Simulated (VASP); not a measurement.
Write the native input for VASP 6.6.1 that does the following.

```
Task                   : single point
Functional             : RPBE
Dispersion             : D3(BJ)
Potentials or basis    : VASP PAW PBE potentials, release 64 (C)
Cutoff                 : 520 eV
k mesh                 : 12 × 12 × 4
Occupations            : fermi-dirac, width 0.05 eV
Spin                   : no spin polarisation
Dipole correction      : no
Further INCAR settings : ALGO = Normal; EDIFF = 1e-07; NBANDS = 26
```

The structure of C lies in POSCAR:

```
C
1.0
    2.5552893324      0.0000000000      0.0000000000
   -1.2776446662      2.2129454759      0.0000000000
    0.0000000000      0.0000000000      8.3454953252
C
8
Direct
    0.6666666667      0.3333333333      0.8437500000
    0.3333333333      0.6666666667      0.3437500000
    0.6666666667      0.3333333333      0.6562500000
    0.3333333333      0.6666666667      0.1562500000
    0.0000000000      0.0000000000      0.9062500000
    0.0000000000      0.0000000000      0.4062500000
    0.0000000000      0.0000000000      0.5937500000
    0.0000000000      0.0000000000      0.0937500000
```

These files were run (other wordings do the same):

INCAR

```
SYSTEM = C
PREC = Accurate
ENCUT = 520
EDIFF = 1E-7
ISMEAR = -1
SIGMA = 0.05
LREAL = .False.
LASPH = .True.
NELM = 100
ALGO = Normal
ISIF = 2
LWAVE = .False.
LCHARG = .True.
GGA = RP
IVDW = 12
LELF = .True.
LVHAR = .True.
NBANDS = 26
```

KPOINTS

```
regular mesh
0
Gamma
  12 12 4
  0 0 0
```

Potentials or basis: VASP PAW PBE potentials, release 64 (C).

Command:

```console
$ cat potpaw_PBE.64/C/POTCAR > POTCAR
$ mpirun -np 1 vasp_std > vasp.out
```

It gave:

```yaml
Pressure: -24.8 GPa
Largest_force: 0.311 eV/Å
Band_gap_on_the_k_mesh: 4.32 eV (least direct gap 5.10 eV)
Dispersion_energy_per_atom: -0.558 eV
```

Caveat: the cell stands under tension; the PAW data sets were made with another functional, which shifts forces and pressure a little.

Wall time 97 s on 1 thread of AMD EPYC 7R13 (shared host), peak memory 0.18 GiB.
